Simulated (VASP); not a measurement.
Crystal: Re.

```
Re
1.0
     2.76080    0.00000    0.00000
    -1.38040    2.39092    0.00000
     0.00000    0.00000    4.45820
Re
2
Direct
  0.33333 0.66667 0.25000
  0.66667 0.33333 0.75000
```

| Quantity | Value |
| --- | --- |
| Program | VASP 6.6.1 |
| Task | relaxation of cell and atoms |
| Functional | LDA |
| Potentials or basis | VASP PAW LDA potentials, release 64 (Re) |
| Cutoff | 600 eV |
| k mesh | 13 × 13 × 7 |
| Occupations | methfessel-paxton, width 0.1 eV |
| Spin | no spin polarisation |

At the start: pressure -8.9 GPa; volume 14.71 Å³/atom.

**Question.** Where does the relaxation end?

**Answer.** Over 9 steps the energy falls by 9.6 meV/atom and the volume is 14.38 Å³/atom (-2.3 %); space group P6_3/mmc (No. 194, to 0.05 Å).

The path:
```
step  energy change (eV)  largest force (eV/Å)  pressure (GPa)  volume (Å³)
   1              0.0000                0.0000           -8.95        29.43
   2              0.3736                0.0000           50.76        26.06
   3             -0.0191                0.0000           -0.40        28.79
   4             -0.0192                0.0000           -0.04        28.77
   5             -0.0192                0.0000            0.15        28.75
   6             -0.0192                0.0000            0.09        28.76
   7             -0.0193                0.0000            0.12        28.76
   8             -0.0192                0.0000           -0.36        28.79
   9             -0.0193                0.0000           -0.01        28.76
```

Final structure:
```
Re
1.0
     2.74282    0.00000    0.00000
    -1.37141    2.37535    0.00000
     0.00000    0.00000    4.41509
Re
2
Direct
  0.33333 0.66667 0.25000
  0.66667 0.33333 0.75000
```
